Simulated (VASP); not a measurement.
# Al16N15 (a cell with a defect) in VASP: notebook

The runs below take Al16N15 (a cell with a defect) through electric field gradients, with PBE, RPBE+D3(BJ).

All numbers are computed with VASP 6.6.1; they aren't measurements. Logs are shortened: lines on timing, memory, paths and dates and some standing lists are left out, and cuts for length are marked.

## Step 1: The cell of the first run

The cell holds a defect, 31 atoms: a = 6.226 Å, b = 6.226 Å, c = 9.962 Å, α = 90.00°, β = 90.00°, γ = 120.00°.

## Step 2: Electric field gradients, PBE

The input, INCAR:

```
SYSTEM = Al16N15
PREC = Accurate
ENCUT = 520
EDIFF = 1E-8
ISMEAR = -1
SIGMA = 0.01
LREAL = Auto
LASPH = .True.
NELM = 100
ALGO = Normal
ISIF = 2
LWAVE = .False.
LCHARG = .False.
GGA = PE
LEFG = .True.
NELECT = 120.0
NBANDS = 82
```

The input, KPOINTS:

```
Automatic mesh
0
Gamma
  4 4 2
  0 0 0
```

The input, POSCAR:

```
Al16N15
1.0
    6.2260000000      0.0000000000      0.0000000000
   -3.1130000000      5.3918741640      0.0000000000
    0.0000000000      0.0000000000      9.9620000000
Al N
16 15
Direct
    0.1666666666      0.3333333334      0.0000000000
    0.1666666666      0.3333333334      0.5000000000
    0.1666666666      0.8333333334      0.0000000000
    0.1666666666      0.8333333334      0.5000000000
    0.6666666666      0.3333333334      0.0000000000
    0.6666666666      0.3333333334      0.5000000000
    0.6666666666      0.8333333334      0.0000000000
    0.6666666666      0.8333333334      0.5000000000
    0.3333333334      0.1666666666      0.2500000000
    0.3333333334      0.1666666666      0.7500000000
    0.3333333334      0.6666666666      0.2500000000
    0.3333333334      0.6666666666      0.7500000000
    0.8333333334      0.1666666666      0.2500000000
    0.8333333334      0.1666666666      0.7500000000
    0.8333333334      0.6666666666      0.2500000000
    0.8333333334      0.6666666666      0.7500000000
    0.1666666666      0.3333333334      0.6900000000
    0.1666666666      0.8333333334      0.1900000000
    0.1666666666      0.8333333334      0.6900000000
    0.6666666666      0.3333333334      0.1900000000
    0.6666666666      0.3333333334      0.6900000000
    0.6666666666      0.8333333334      0.1900000000
    0.6666666666      0.8333333334      0.6900000000
    0.3333333334      0.1666666666      0.4400000000
    0.3333333334      0.1666666666      0.9400000000
    0.3333333334      0.6666666666      0.4400000000
    0.3333333334      0.6666666666      0.9400000000
    0.8333333334      0.1666666666      0.4400000000
    0.8333333334      0.1666666666      0.9400000000
    0.8333333334      0.6666666666      0.4400000000
    0.8333333334      0.6666666666      0.9400000000
```

Potentials or basis: VASP PAW PBE potentials, release 64 (Al, N).

On the command line:

```bash
> cat potpaw_PBE.64/Al/POTCAR potpaw_PBE.64/N/POTCAR > POTCAR
> mpirun -np 1 vasp_std > vasp.out
```

OUTCAR:

```text
SYSTEM = Al16N15
   PREC = Accurate
   ENCUT = 520
   EDIFF = 1E-8
   ISMEAR = -1
   LREAL = Auto
   LASPH = .True.
   NELM = 100
   ISIF = 2
   GGA = PE
   NELECT = 120.0

 ion  position               nearest neighbor table
   1  0.167  0.333  0.000-  29 1.89  27 1.89  25 1.89  14 3.07  13 3.07  12 3.07  11 3.07  10 3.07
                             9 3.07   5 3.11   5 3.11   3 3.11   3 3.11   7 3.11   7 3.11
   2  0.167  0.333  0.500-  17 1.89  28 1.89  26 1.89  24 1.89  13 3.07  14 3.07  11 3.07  12 3.07
                             9 3.07  10 3.07   6 3.11   6 3.11   8 3.11   4 3.11   4 3.11   8 3.11
   3  0.167  0.833  0.000-  18 1.89  31 1.89  25 1.89  27 1.89  15 3.07  16 3.07   9 3.07  10 3.07
                            11 3.07  12 3.07   7 3.11   7 3.11   1 3.11   1 3.11   5 3.11   5 3.11
   4  0.167  0.833  0.500-  19 1.89  30 1.89  24 1.89  26 1.89  15 3.07  16 3.07   9 3.07  10 3.07
                            11 3.07  12 3.07   8 3.11   8 3.11   2 3.11   2 3.11   6 3.11   6 3.11
   5  0.667  0.333  0.000-  20 1.89  25 1.89  31 1.89  29 1.89   9 3.07  10 3.07  15 3.07  16 3.07
                            13 3.07  14 3.07   1 3.11   1 3.11   7 3.11   7 3.11   3 3.11   3 3.11
   6  0.667  0.333  0.500-  21 1.89  24 1.89  30 1.89  28 1.89   9 3.07  10 3.07  15 3.07  16 3.07
                            13 3.07  14 3.07   2 3.11   2 3.11   8 3.11   8 3.11   4 3.11   4 3.11
   7  0.667  0.833  0.000-  22 1.89  27 1.89  29 1.89  31 1.89  11 3.07  12 3.07  13 3.07  14 3.07
                            15 3.07  16 3.07   3 3.11   3 3.11   5 3.11   5 3.11   1 3.11   1 3.11
   8  0.667  0.833  0.500-  23 1.89  26 1.89  28 1.89  30 1.89  11 3.07  12 3.07  13 3.07  14 3.07
                            15 3.07  16 3.07   4 3.11   4 3.11   6 3.11   6 3.11   2 3.11   2 3.11
   9  0.333  0.167  0.250-  24 1.89  20 1.89  18 1.89   6 3.07   5 3.07   4 3.07   3 3.07   2 3.07
[... 16 lines left out ...]
  18  0.167  0.833  0.190-   3 1.89  15 1.89   9 1.89  11 1.89
  19  0.167  0.833  0.690-   4 1.89  16 1.89  10 1.89  12 1.89
  20  0.667  0.333  0.190-   5 1.89   9 1.89  15 1.89  13 1.89
  21  0.667  0.333  0.690-   6 1.89  10 1.89  16 1.89  14 1.89
  22  0.667  0.833  0.190-   7 1.89  11 1.89  13 1.89  15 1.89
  23  0.667  0.833  0.690-   8 1.89  12 1.89  14 1.89  16 1.89
  24  0.333  0.167  0.440-   9 1.89   6 1.89   4 1.89   2 1.89
  25  0.333  0.167  0.940-  10 1.89   5 1.89   3 1.89   1 1.89
  26  0.333  0.667  0.440-  11 1.89   8 1.89   2 1.89   4 1.89
  27  0.333  0.667  0.940-  12 1.89   7 1.89   1 1.89   3 1.89
  28  0.833  0.167  0.440-  13 1.89   2 1.89   8 1.89   6 1.89
  29  0.833  0.167  0.940-  14 1.89   1 1.89   7 1.89   5 1.89
  30  0.833  0.667  0.440-  15 1.89   4 1.89   6 1.89   8 1.89
  31  0.833  0.667  0.940-  16 1.89   3 1.89   5 1.89   7 1.89

[... 841 lines left out ...]
  Total      -24.3275921    -24.3275921    -23.4954355      0.0000000      0.0000000      0.0000000
  in kB     -116.5505441   -116.5505441   -112.5637828      0.0000000      0.0000000      0.0000000
  external PRESSURE =    -115.2216237 kB  Pullay stress =       0.0000000 kB

 VOLUME and BASIS-vectors are now :
 -----------------------------------------------------------------------------
  energy-cutoff  :      520.00
  volume of cell :      334.42
      direct lattice vectors                 reciprocal lattice vectors
     6.226000000  0.000000000  0.000000000     0.160616768  0.092732134  0.000000000
    -3.113000000  5.391874164  0.000000000     0.000000000  0.185464269  0.000000000
     0.000000000  0.000000000  9.962000000     0.000000000  0.000000000  0.100381450

 POSITION                                       TOTAL-FORCE (eV/Angst)
 -----------------------------------------------------------------------------------
     -0.00000      1.79729      0.00000         0.000000      0.000000     -2.216334
     -0.00000      1.79729      4.98100         0.000000      0.000000      0.379133
     -1.55650      4.49323      0.00000        -0.172030     -0.099322     -0.427537
     -1.55650      4.49323      4.98100        -0.309169     -0.178499     -0.131451
      3.11300      1.79729      0.00000         0.000000      0.198643     -0.427537
      3.11300      1.79729      4.98100        -0.000000      0.356997     -0.131451
[... 23 lines left out ...]
      3.11300      3.59458      4.38328         0.000000      0.000000      0.026370
      3.11300      3.59458      9.36428         0.000000      0.000000      0.226991
 -----------------------------------------------------------------------------------
    total drift:                                0.000003     -0.000002      0.023091

  FREE ENERGIE OF THE ION-ELECTRON SYSTEM (eV)
  ---------------------------------------------------
  free  energy   TOTEN  =      -244.9629540052 eV

  energy  without entropy=     -244.9533870757  energy(sigma->0) =     -244.95817054

 Electric field gradients (V/A^2)
---------------------------------------------------------------------
 ion       V_xx      V_yy      V_zz      V_xy      V_xz      V_yz
---------------------------------------------------------------------
   1     -26.558   -26.558    53.117    -0.000     0.000    -0.000
   2      -0.707    -0.707     1.414    -0.000     0.000    -0.000
   3      -2.159    -1.620     3.779    -0.468    -0.273    -0.158
   4      -1.160    -0.079     1.239    -0.937    -0.669    -0.386
   5      -1.350    -2.429     3.779    -0.000     0.000     0.315
   6       0.462    -1.701     1.239    -0.000     0.000     0.773
[... 23 lines left out ...]
  30       0.906     0.906    -1.813    -0.000    -0.000     0.000
  31       0.747     0.746    -1.493    -0.000     0.000    -0.000
---------------------------------------------------------------------

 Electric field gradients after diagonalization (V/A^2)
 (convention: |V_zz| > |V_xx| > |V_yy|)
----------------------------------------------------------------------
 ion       V_xx      V_yy      V_zz     asymmetry (V_yy - V_xx)/ V_zz
----------------------------------------------------------------------
   1     -26.558   -26.558    53.117       0.000
   2      -0.707    -0.707     1.414       0.000
   3      -2.445    -1.350     3.795       0.289
   4       1.430     0.462    -1.892       0.511
   5      -2.445    -1.350     3.795       0.289
   6       1.430     0.462    -1.892       0.511
[... 23 lines left out ...]
  30       0.906     0.906    -1.813       0.000
  31       0.747     0.746    -1.493       0.000
----------------------------------------------------------------------

           NMR quadrupolar parameters

 Cq : quadrupolar parameter    Cq=e*Q*V_zz/h
 eta: asymmetry parameters     (V_yy - V_xx)/ V_zz
 Q  : nuclear electric quadrupole moment in mb (millibarn)
----------------------------------------------------------------------
 ion       Cq(MHz)       eta       Q (mb)
----------------------------------------------------------------------
   1       0.128       0.000       1.000
   2       0.003       0.000       1.000
   3       0.009       0.289       1.000
   4      -0.005       0.511       1.000
   5       0.009       0.289       1.000
   6      -0.005       0.511       1.000
[... 23 lines left out ...]
  30      -0.004       0.000       1.000
  31      -0.004       0.000       1.000
----------------------------------------------------------------------
```

OSZICAR:

```text
N       E                     dE             d eps       ncg     rms          rms(c)
DAV:   1     0.471392707567E+03    0.47139E+03   -0.55432E+04  1312   0.132E+03
DAV:   2    -0.228098143460E+03   -0.69949E+03   -0.67273E+03  1664   0.260E+02
DAV:   3    -0.281175675538E+03   -0.53078E+02   -0.52706E+02  1560   0.765E+01
DAV:   4    -0.281955871712E+03   -0.78020E+00   -0.77782E+00  1568   0.101E+01
[... 15 lines left out ...]
DAV:  20    -0.244962954041E+03    0.49113E-10   -0.41743E-07  1600   0.241E-03    0.133E-03
DAV:  21    -0.244962954042E+03   -0.27376E-09   -0.12406E-07  1560   0.141E-03    0.150E-03
DAV:  22    -0.244962954017E+03    0.24872E-07   -0.46605E-08  1182   0.921E-04    0.568E-04
DAV:  23    -0.244962954004E+03    0.12913E-07   -0.65646E-09   828   0.337E-04    0.367E-04
DAV:  24    -0.244962954005E+03   -0.12615E-08   -0.27697E-09   770   0.226E-04
   1 F= -.24496295E+03 E0= -.24495817E+03  d E =-.956693E-02
```

Wall time 6.7 min (1 thread of Intel Xeon 6975P-C (Granite Rapids), shared host); peak memory 0.49 GiB.

What came out:

```yaml
Free_energy: -244.9630 eV
Largest_force: 2.216 eV/Å
```

Forces in eV/Å, atoms in the order of the input:
```
Al   0.000  0.000 -2.216
Al   0.000  0.000  0.379
Al  -0.172 -0.099 -0.428
Al  -0.309 -0.178 -0.131
Al   0.000  0.199 -0.428
Al   0.000  0.357 -0.131
Al   0.172 -0.099 -0.428
Al   0.309 -0.178 -0.131
Al   1.570 -0.906  0.604
Al  -0.175  0.101 -0.275
Al   0.000  1.813  0.604
Al   0.000 -0.202 -0.275
Al  -1.570 -0.906  0.604
Al   0.175  0.101 -0.275
Al   0.000  0.000  0.155
Al   0.000  0.000  0.013
N    0.000  0.000  0.106
N   -0.140 -0.081  0.026
N    0.126  0.073  0.101
N    0.000  0.161  0.026
N    0.000 -0.146  0.101
N    0.140 -0.081  0.026
N   -0.126  0.073  0.101
N   -0.405  0.234 -0.501
N   -0.229  0.132  1.040
N    0.000 -0.468 -0.501
N    0.000 -0.265  1.040
N    0.405  0.234 -0.501
N    0.229  0.132  1.040
N    0.000  0.000  0.026
N    0.000  0.000  0.227
```

Electric field gradients, principal values (V/Å²):
| atom | least | middle | greatest (by size) |
| --- | --- | --- | --- |
| 1 Al | -26.558 | -26.558 | 53.117 |
| 2 Al | -0.707 | -0.707 | 1.414 |
| 3 Al | -1.350 | -2.445 | 3.795 |
| 4 Al | 0.462 | 1.430 | -1.892 |
| 5 Al | -1.350 | -2.445 | 3.795 |
| 6 Al | 0.462 | 1.430 | -1.892 |
| 7 Al | -1.350 | -2.445 | 3.795 |
| 8 Al | 0.462 | 1.430 | -1.892 |
| 9 Al | -22.438 | -23.573 | 46.011 |
| 10 Al | -2.502 | -3.403 | 5.905 |
| 11 Al | -22.438 | -23.573 | 46.011 |
| 12 Al | -2.502 | -3.403 | 5.905 |
| 13 Al | -22.438 | -23.573 | 46.011 |
| 14 Al | -2.502 | -3.403 | 5.905 |
| 15 Al | -0.214 | -0.214 | 0.429 |
| 16 Al | -0.683 | -0.683 | 1.365 |
| 17 N | 1.668 | 1.669 | -3.337 |
| 18 N | -13.086 | -15.128 | 28.214 |
| 19 N | 0.510 | 2.992 | -3.503 |
| 20 N | -13.086 | -15.128 | 28.214 |
| 21 N | 0.510 | 2.992 | -3.503 |
| 22 N | -13.086 | -15.128 | 28.214 |
| 23 N | 0.510 | 2.993 | -3.503 |
| 24 N | -9.356 | -11.237 | 20.593 |
| 25 N | -9.384 | -11.628 | 21.012 |
| 26 N | -9.356 | -11.237 | 20.593 |
| 27 N | -9.383 | -11.628 | 21.012 |
| 28 N | -9.356 | -11.237 | 20.593 |
| 29 N | -9.383 | -11.628 | 21.012 |
| 30 N | 0.906 | 0.906 | -1.813 |
| 31 N | 0.746 | 0.747 | -1.493 |

Caveat: the cell carries a net charge on a neutralising background, which shifts energy and pressure; the cell is charged against a uniform background, so pressure and absolute levels hang on convention; without QUAD_EFG the Cq values of the log hold for a quadrupole moment of 1 mb, not for the nuclei.

(Part 1 of 2 ends here.)
